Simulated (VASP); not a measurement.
# Be2Se3 (R-3m) in VASP: further runs

Be2Se3 is run at these levels: PBE; tasks: single point, relaxation of cell and atoms.

Program: VASP 6.6.1. These are calculated values, not measurements. Logs are shortened: lines on timing, memory, paths and dates and some standing lists are left out, and cuts for length are marked.

## (1) The cell of the first run

The structure is trigonal, space group R-3m (No. 166). Conventional cell: a = 3.524 Å, b = 3.524 Å, c = 24.212 Å, α = 90.00°, β = 90.00°, γ = 120.00°. Be (site symmetry 3m) has 6 Se at 2.24 to 2.66 Å within 3.0 Å. Within 3.6 Å of Se (site symmetry -3m) lie 6 Be at 2.66 Å and 12 Se at 3.35 to 3.52 Å. Within 3.0 Å of Se (site symmetry 3m) lie 3 Be at 2.24 Å.

## (2) Single point, PBE

Input file INCAR:

```
PREC = Accurate ; ENCUT = 520
EDIFF = 1E-6 ; ISMEAR = 0
SIGMA = 0.1 ; LREAL = F
LASPH = T ; NELM = 60
ALGO = Normal ; ISIF = 2
LWAVE = F ; LCHARG = F
GGA = PE ; NBANDS = 19
```

Input file KPOINTS:

```
Automatic mesh
0
Gamma
  6 6 6
```

Input file POSCAR:

```
Be2Se3
1.0
    1.7620852443      1.0173403901      8.0706802099
   -1.7620852443      1.0173403901      8.0706802099
    0.0000000000     -2.0346807803      8.0706802099
Be Se
2 3
Direct
    0.4041926244      0.4041926244      0.4041926244
    0.5958073756      0.5958073756      0.5958073756
    0.0000000000      0.0000000000      0.0000000000
    0.2236504802      0.2236504802      0.2236504802
    0.7763495198      0.7763495198      0.7763495198
```

Potentials or basis: VASP PAW PBE potentials, release 64 (Be, Se).

On the command line:

```sh
$ cat potpaw_PBE.64/Be/POTCAR potpaw_PBE.64/Se/POTCAR > POTCAR
$ mpirun -np 1 vasp_std > vasp.out
```

OUTCAR:

```text
PREC = Accurate
   ENCUT = 520
   EDIFF = 1E-6
   ISMEAR = 0
   LREAL = F
   LASPH = T
   NELM = 60
   ISIF = 2
   GGA = PE

 ion  position               nearest neighbor table
   1  0.404  0.404  0.404-   5 2.24   5 2.24   5 2.24
   2  0.596  0.596  0.596-   4 2.24   4 2.24   4 2.24
   3  0.000  0.000  0.000-
   4  0.224  0.224  0.224-   2 2.24   2 2.24   2 2.24
   5  0.776  0.776  0.776-   1 2.24   1 2.24   1 2.24

  LATTYP: Found a trigonal (rhomboedric) cell.
 ALAT       =     8.3232088120
 COS(alpha) =     0.9103599183

  Lattice vectors:

 A1 = (   1.7620852443,   1.0173403901,   8.0706802099)
 A2 = (  -1.7620852443,   1.0173403901,   8.0706802099)
 A3 = (   0.0000000000,  -2.0346807803,   8.0706802099)

Analysis of symmetry for initial positions (statically):
=====================================================================
 Subroutine PRICEL returns:
 Original cell was already a primitive cell.

 Routine SETGRP: Setting up the symmetry group for a
 trigonal (rhombohedral) supercell.

 Subroutine GETGRP returns: Found 12 space group operations
 (whereof 12 operations were pure point group operations)
 out of a pool of 12 trial point group operations.

The static configuration has the point symmetry D_3d.

Analysis of symmetry for dynamics (positions and initial velocities):
=====================================================================
 Subroutine PRICEL returns:
 Original cell was already a primitive cell.

 Routine SETGRP: Setting up the symmetry group for a
 trigonal (rhombohedral) supercell.

 Subroutine GETGRP returns: Found 12 space group operations
 (whereof 12 operations were pure point group operations)
 out of a pool of 12 trial point group operations.

The dynamic configuration has the point symmetry D_3d.

 Subroutine INISYM returns: Found 12 space group operations
 (whereof 12 operations are pure point group operations),
 and found     1 'primitive' translations

----------------------------------------------------------------------------------------

                                     Primitive cell

  volume of cell :      86.8070

  direct lattice vectors                    reciprocal lattice vectors
     1.762085244  1.017340390  8.070680210     0.283754717  0.163825862  0.041301764
    -1.762085244  1.017340390  8.070680210    -0.283754717  0.163825862  0.041301764
     0.000000000 -2.034680780  8.070680210     0.000000000 -0.327651725  0.041301764

  length of vectors
     8.323208812  8.323208812  8.323208812     0.330244589  0.330244589  0.330244589

  position of ions in fractional coordinates (direct lattice)
     0.404192624  0.404192624  0.404192624
     0.595807376  0.595807376  0.595807376
     0.000000000  0.000000000  0.000000000
     0.223650480  0.223650480  0.223650480
     0.776349520  0.776349520  0.776349520

  ion indices of the primitive-cell ions
   primitive index   ion index
                 1           1
                 2           2
                 3           3
                 4           4
                 5           5

----------------------------------------------------------------------------------------

 KPOINTS: Automatic mesh

Automatic generation of k-mesh.
 Grid dimensions read from file:
 generate k-points for:    6    6    6

 Generating k-lattice:

  Cartesian coordinates                     Fractional coordinates (reciprocal lattice)
     0.047292453  0.027304310  0.006883627     0.166666667 -0.000000000  0.000000000
    -0.047292453  0.027304310  0.006883627    -0.000000000  0.166666667  0.000000000
     0.000000000 -0.054608621  0.006883627     0.000000000  0.000000000  0.166666667

  Length of vectors
     0.055040765  0.055040765  0.055040765

  Shift w.r.t. Gamma in fractional coordinates (k-lattice)
     0.000000000  0.000000000  0.000000000

 Subroutine IBZKPT returns following result:
 ===========================================

 Found     32 irreducible k-points:

 Following reciprocal coordinates:
            Coordinates               Weight
[... 44 lines left out ...]

  energy without entropy =      -18.84366348  energy(sigma->0) =      -18.85092604

 E-fermi :   4.0437     XC(G=0):  -9.8927

 val. band max:        4.0096883417   @ k =   0.5000   0.0000  -0.0000
 cond. band min:       4.0490677187   @ k =  -0.3333   0.1667   0.1667
 fundamental gap:      0.0393793770
 Fermi energy:         4.0437257764

 k-point     1 :       0.0000    0.0000    0.0000
  band No.  band energies     occupation
      1     -10.4266      2.00000
      2      -9.1154      2.00000
      3      -8.7212      2.00000
      4      -0.5864      2.00000
      5       0.5087      2.00000
      6       3.6931      2.00000
[... 11 lines left out ...]
     18      10.5640      0.00000
     19      10.5640      0.00000

 k-point     2 :       0.1667    0.0000   -0.0000
  band No.  band energies     occupation
      1     -10.1304      2.00000
      2      -8.9114      2.00000
      3      -8.4841      2.00000
      4      -0.5052      2.00000
      5       0.5511      2.00000
      6       1.8115      2.00000
[... 11 lines left out ...]
     18      10.9772      0.00000
     19      11.0673      0.00000

 k-point     3 :       0.3333    0.0000   -0.0000
  band No.  band energies     occupation
      1      -9.3504      2.00000
      2      -8.4016      2.00000
      3      -8.0451      2.00000
      4      -1.2469      2.00000
      5      -0.5666      2.00000
      6       0.2873      2.00000
[... 11 lines left out ...]
     18      11.4821      0.00000
     19      12.6393      0.00000

 k-point     4 :       0.5000    0.0000   -0.0000
  band No.  band energies     occupation
      1      -8.7033      2.00000
      2      -8.1044      2.00000
      3      -7.9555      2.00000
      4      -2.0180      2.00000
      5      -1.1520      2.00000
      6      -0.9218      2.00000
[... 407 lines left out ...]
     18      12.3651      0.00000
     19      12.7041      0.00000

 k-point    23 :       0.5000    0.5000    0.1667
  band No.  band energies     occupation
      1      -9.2274      2.00000
      2      -8.7584      2.00000
      3      -7.7901      2.00000
      4      -1.0092      2.00000
      5      -0.6715      2.00000
      6      -0.1029      2.00000
[... 11 lines left out ...]
     18      11.1886      0.00000
     19      12.3031      0.00000

 k-point    24 :      -0.3333    0.5000    0.1667
  band No.  band energies     occupation
      1      -8.6650      2.00000
      2      -8.3382      2.00000
      3      -7.7807      2.00000
      4      -1.4983      2.00000
      5      -0.8582      2.00000
      6      -0.5225      2.00000
[... 11 lines left out ...]
     18      11.8366      0.00000
     19      12.1421      0.00000

 [... further k-points ...]

------------------------ aborting loop because EDIFF is reached ----------------------------------------

  FORCE on cell =-STRESS in cart. coord.  units (eV):
  Direction    XX          YY          ZZ          XY          YZ          ZX
  --------------------------------------------------------------------------------------
  -------------------------------------------------------------------------------------
  Total        0.1843080      0.1843080      0.1710347      0.0000000     -0.0000000      0.0000000
  in kB        3.4017334      3.4017334      3.1567494      0.0000000     -0.0000000      0.0000000
  external PRESSURE =       3.3200721 kB  Pullay stress =       0.0000000 kB

 VOLUME and BASIS-vectors are now :
 -----------------------------------------------------------------------------
  energy-cutoff  :      520.00
  volume of cell :       86.81
      direct lattice vectors                 reciprocal lattice vectors
     1.762085244  1.017340390  8.070680210     0.283754717  0.163825862  0.041301764
    -1.762085244  1.017340390  8.070680210    -0.283754717  0.163825862  0.041301764
     0.000000000 -2.034680780  8.070680210     0.000000000 -0.327651725  0.041301764

 POSITION                                       TOTAL-FORCE (eV/Angst)
 -----------------------------------------------------------------------------------
      0.00000     -0.00000      9.78633         0.000000     -0.000000      0.010686
      0.00000     -0.00000     14.42571         0.000000      0.000000     -0.010686
      0.00000      0.00000      0.00000         0.000000      0.000000     -0.000000
      0.00000     -0.00000      5.41503         0.000000     -0.000000      0.001444
      0.00000     -0.00000     18.79701         0.000000      0.000000     -0.001444
 -----------------------------------------------------------------------------------
    total drift:                               -0.000000      0.000000     -0.000000

  FREE ENERGIE OF THE ION-ELECTRON SYSTEM (eV)
  ---------------------------------------------------
  free  energy   TOTEN  =       -18.8581886074 eV

  energy  without entropy=      -18.8436634778  energy(sigma->0) =      -18.85092604
```

Run time: 3.7 min. Hardware: 1 thread of Intel Xeon 8259CL, shared host; peak memory 0.51 GiB.

What came out:

* Free energy: -18.8582 eV
* Pressure: 0.3 GPa
* Largest force: 0.011 eV/Å
* Band gap on the k mesh: zero (bands 11 and 12 overlap by 0.73 eV)

Forces on the atoms (eV/Å):
```
Be   0.000  0.000  0.011
Be   0.000  0.000 -0.011
Se   0.000  0.000  0.000
Se   0.000  0.000  0.001
Se   0.000  0.000 -0.001
```

Levels at points of the mesh, in eV from the Fermi level:
| k point | band 7 | band 8 | band 9 | band 10 | band 11 | band 12 | band 13 | band 14 | band 15 | band 16 |
| --- | --- | --- | --- | --- | --- | --- | --- | --- | --- | --- |
| (0.00, 0.00, 0.00) | -0.35 | -0.14 | -0.14 | 0.02 | 0.02 | 1.50 | 4.23 | 4.92 | 4.92 | 5.04 |
| (0.50, 0.00, 0.00) | -2.47 | -2.28 | -2.04 | -1.90 | -0.03 | 0.08 | 1.93 | 4.65 | 4.80 | 6.35 |
| (0.50, 0.50, 0.00) | -2.67 | -2.57 | -1.72 | -1.61 | -0.25 | -0.18 | 2.23 | 4.07 | 5.10 | 6.30 |
| (0.50, 0.50, 0.50) | -0.33 | -0.33 | -0.17 | -0.17 | 0.01 | 0.01 | 4.27 | 5.22 | 5.22 | 5.23 |

Caveat: semilocal functionals underestimate gaps, and a narrow one can read as zero.

## (3) Single point, PBE

This run uses another cell than the first one, of 18.97 Å³/atom.

Input file INCAR:

```
SYSTEM = Be2Se3
ALGO = Normal
EDIFF = 1E-6
ENCUT = 520
GGA = PE
ISIF = 2
ISMEAR = 0
LASPH = .TRUE.
LCHARG = .FALSE.
LREAL = .FALSE.
LWAVE = .FALSE.
NBANDS = 19
NELM = 80
PREC = Accurate
SIGMA = 0.1
```

Input file KPOINTS:

```
k-points
0
G
  6 6 6
  0 0 0
```

Input file POSCAR:

```
Be2Se3
1.0
    1.8077952438      1.0437310706      8.3800479692
   -1.8077952438      1.0437310706      8.3800479692
    0.0000000000     -2.0874621412      8.3800479692
Be Se
2 3
Direct
    0.4000000000      0.4000000000      0.4000000000
    0.6000000000      0.6000000000      0.6000000000
    0.0000000000      0.0000000000      0.0000000000
    0.2095000000      0.2095000000      0.2095000000
    0.7905000000      0.7905000000      0.7905000000
```

Potentials or basis: VASP PAW PBE potentials, release 64 (Be, Se).

On the command line:

```sh
$ cat potpaw_PBE.64/Be/POTCAR potpaw_PBE.64/Se/POTCAR > POTCAR
$ mpirun -np 1 vasp_std > vasp.out
```

Wall time 3.5 min (1 thread of Intel Xeon 8259CL, shared host); peak memory 0.51 GiB.

It converged, with:

| Item | Value |
| --- | --- |
| Free energy | -17.8928 eV |
| Pressure | -9.1 GPa |
| Largest force | 1.514 eV/Å |
| Band gap on the k mesh | zero (bands 11 and 12 overlap by 1.18 eV) |

Forces on the atoms (eV/Å):
```
Be   0.000  0.000  0.389
Be   0.000  0.000 -0.389
Se   0.000  0.000  0.000
Se   0.000  0.000  1.514
Se   0.000  0.000 -1.514
```

Stress tensor (GPa, compression positive):
```
 -7.60   0.00   0.00
  0.00  -7.60   0.00
  0.00   0.00 -12.24
```

Levels at points of the mesh, in eV from the Fermi level:
| k point | band 7 | band 8 | band 9 | band 10 | band 11 | band 12 | band 13 | band 14 | band 15 | band 16 |
| --- | --- | --- | --- | --- | --- | --- | --- | --- | --- | --- |
| (0.00, 0.00, 0.00) | -0.37 | 0.05 | 0.05 | 0.53 | 0.53 | 0.72 | 3.20 | 4.35 | 4.67 | 4.67 |
| (0.50, 0.00, 0.00) | -2.13 | -2.01 | -1.90 | -1.62 | -0.67 | 0.33 | 1.41 | 4.38 | 4.78 | 4.79 |
| (0.50, 0.50, 0.00) | -3.15 | -2.19 | -1.75 | -0.79 | -0.40 | -0.30 | 1.93 | 4.13 | 4.46 | 4.64 |
| (0.50, 0.50, 0.50) | -0.36 | -0.36 | 0.05 | 0.05 | 0.50 | 0.50 | 3.52 | 4.70 | 5.13 | 5.13 |

Caveat: the cell stands under tension; forces of over 1 eV/Å act on the atoms, so gaps and moduli don't describe the material at rest.

## (4) Relaxation of cell and atoms, PBE

This run uses another cell than the first one, of 18.97 Å³/atom.

Input file INCAR:

```
ALGO = Normal ; EDIFF = 1E-6
EDIFFG = -0.04 ; ENCUT = 600
GGA = PE ; IBRION = 2
ISIF = 3 ; ISMEAR = 0
LASPH = True ; LCHARG = False
LREAL = False ; LWAVE = False
NELM = 80 ; NSW = 90
PREC = Accurate ; SIGMA = 0.1
```

Input file KPOINTS:

```
k-points
0
Gamma
  6 6 6
```

POSCAR is that of step 3.

On the command line:

```sh
$ cat potpaw_PBE.64/Be/POTCAR potpaw_PBE.64/Se/POTCAR > POTCAR
$ mpirun -np 1 vasp_std > vasp.out
```

Run time: 34 min. Hardware: 1 thread of Intel Xeon 8259CL, shared host; peak memory 0.73 GiB.

It converged, with:

| Item | Value |
| --- | --- |
| Free energy | -18.8596 eV |
| Relaxed volume | 17.55 Å³/atom |
| Relaxed cell | a = 8.395 Å, b = 8.395 Å, c = 8.395 Å, α = 24.25°, β = 24.25°, γ = 24.25° |
| Space group after relaxing (to 0.1 Å) | R-3m (No. 166) |
| Energy gained by relaxing | 193.4 meV/atom |
| Ionic steps | 12 |
| Pressure after relaxing | 0.1 GPa |
| Largest force after relaxing | 0.006 eV/Å |
| Band gap on the k mesh | zero (bands 11 and 12 overlap by 0.71 eV) |

Forces in eV/Å, atoms in the order of the input:
```
Be   0.000  0.000  0.002
Be   0.000  0.000 -0.002
Se   0.000  0.000  0.000
Se   0.000  0.000 -0.006
Se   0.000  0.000  0.006
```

Stress tensor (GPa, compression positive):
```
 0.13  0.00  0.00
 0.00  0.13  0.00
 0.00  0.00 -0.03
```

The path:
```
step  energy change (eV)  largest force (eV/Å)  pressure (GPa)  volume (Å³)
   1              0.0000                1.5143           -9.14        94.87
   2             -0.6749                1.1026            0.66        80.74
   3             -0.6814                1.0307            2.22        79.35
   4             -0.8033                0.6807            1.86        80.30
   5             -0.9025                0.1277            2.07        82.39
   6             -0.9371                0.1779           -1.10        86.51
   7             -0.9372                0.1650           -0.95        86.27
   8             -0.9591                0.1094           -0.17        86.23
   9             -0.9630                0.0488            0.41        86.18
  10             -0.9652                0.0611           -0.01        87.09
  11             -0.9656                0.0679           -0.22        87.61
  12             -0.9668                0.0058            0.07        87.74
```

Final structure:
```xyz
5
Lattice="1.7635 1.0182 8.1441 -1.7635 1.0182 8.1441 0.0000 -2.0363 8.1441" Properties=species:S:1:pos:R:3 pbc="T T T"
Be    0.0000    0.0000    9.8851
Be    0.0000    0.0000   14.5472
Se    0.0000    0.0000    0.0000
Se    0.0000    0.0000    5.4772
Se    0.0000    0.0000   18.9552
```

Levels at points of the mesh, in eV from the Fermi level:
```csv
k point,band 9,band 10,band 11,band 12,band 13,band 14
"(0.00, 0.00, 0.00)",-0.15,0.04,0.04,1.44,4.26,4.97
"(0.50, 0.00, 0.00)",-2.02,-1.89,-0.04,0.06,1.95,4.66
"(0.50, 0.50, 0.00)",-1.70,-1.63,-0.24,-0.19,2.24,4.08
"(0.50, 0.50, 0.50)",-0.18,-0.18,0.04,0.04,4.32,5.25
```

Caveat: semilocal functionals underestimate gaps, and a narrow one can read as zero.

## (5) Single point, PBE

This run uses another cell than the first one, of 17.69 Å³/atom.

Input file INCAR:

```
SYSTEM = Be2Se3
ALGO     = Normal         ! electronic algorithm
EDIFF    = 1E-7           ! SCF threshold, eV
ENCUT    = 520            ! plane-wave cutoff, eV
GGA      = PE             ! functional
ISIF     = 2              ! what is computed and relaxed
ISMEAR   = 0              ! smearing method
LASPH    = .TRUE.         ! aspherical terms in the spheres
LCHARG   = .FALSE.        ! write CHGCAR
LREAL    = .FALSE.        ! projectors in reciprocal space
LWAVE    = .FALSE.        ! write WAVECAR
NBANDS   = 19             ! bands
NELM     = 80             ! most SCF steps
PREC     = Accurate       ! precision mode
SIGMA    = 0.1            ! smearing width, eV
```

Input file KPOINTS:

```
k-points
0
G
  12 12 12
  0 0 0
```

Input file POSCAR:

```
Be2Se3
1.0
    1.7698567220      1.0218272548      8.1518589958
   -1.7698567220      1.0218272548      8.1518589958
    0.0000000000     -2.0436545097      8.1518589958
Be Se
2 3
Direct
    0.4047005727      0.4047005727      0.4047005727
    0.5952994273      0.5952994273      0.5952994273
    0.0000000000      0.0000000000      0.0000000000
    0.2249634155      0.2249634155      0.2249634155
    0.7750365845      0.7750365845      0.7750365845
```

On the command line:

```sh
$ cat potpaw_PBE.64/Be/POTCAR potpaw_PBE.64/Se/POTCAR > POTCAR
$ mpirun -np 1 vasp_std > vasp.out
```

It took 27 min on 1 thread of Intel Xeon 8259CL, shared host; peak memory 0.7 GiB.

It converged, with:

```
Free energy            : -18.8158 eV
Pressure               : 0.1 GPa
Largest force          : 0.020 eV/Å
Band gap on the k mesh : zero (bands 11 and 12 overlap by 1.10 eV)
```

Forces in eV/Å, atoms in the order of the input:
```
Be   0.000  0.000 -0.014
Be   0.000  0.000  0.014
Se   0.000  0.000  0.000
Se   0.000  0.000 -0.020
Se   0.000  0.000  0.020
```

Levels at points of the mesh, in eV from the Fermi level:
```
           k point  band 9  band 10  band 11  band 12  band 13  band 14
(0.00, 0.00, 0.00)   -0.19     0.09     0.09     1.46     4.29     4.97
(0.50, 0.00, 0.00)   -2.03    -1.83     0.02     0.10     2.00     4.66
(0.50, 0.50, 0.00)   -1.67    -1.67    -0.17    -0.15     2.28     4.08
(0.50, 0.50, 0.50)   -0.22    -0.22     0.09     0.09     4.34     5.19
```

## (6) The runs side by side

```csv
task,cell,k mesh,cutoff (eV),gap on the mesh (eV),pressure (GPa),largest force (eV/Å)
single point,"a = 8.323 Å, angles 24.4°, 5 atoms, atomic positions A",6 × 6 × 6,520,none,0.3,0.01
single point,"a = 8.636 Å, angles 24.2°, 5 atoms, atomic positions B",6 × 6 × 6,520,none,-9.1,1.51
relaxation of cell and atoms,"relaxed from a = 8.636 Å, angles 24.2°, 5 atoms, atomic positions B",6 × 6 × 6,600,none,0.1,0.01
single point,"a = 8.404 Å, angles 24.3°, 5 atoms, atomic positions C",12 × 12 × 12,520,none,0.1,0.02
```

Alike in all rows: level PBE; potentials or basis VASP PAW PBE potentials, release 64 (Be, Se); no spin polarisation; smearing gaussian 0.1 eV.

Caveats: semilocal functionals underestimate gaps, and a narrow one can read as zero (at least some runs); the cell stands under tension (at least some runs); forces of over 1 eV/Å act on the atoms, so gaps and moduli don't describe the material at rest (at least some runs).

Absolute energies hang on the potentials; compare differences alone.

The gap in the log of VASP goes by the Fermi energy; the results here count the filled bands.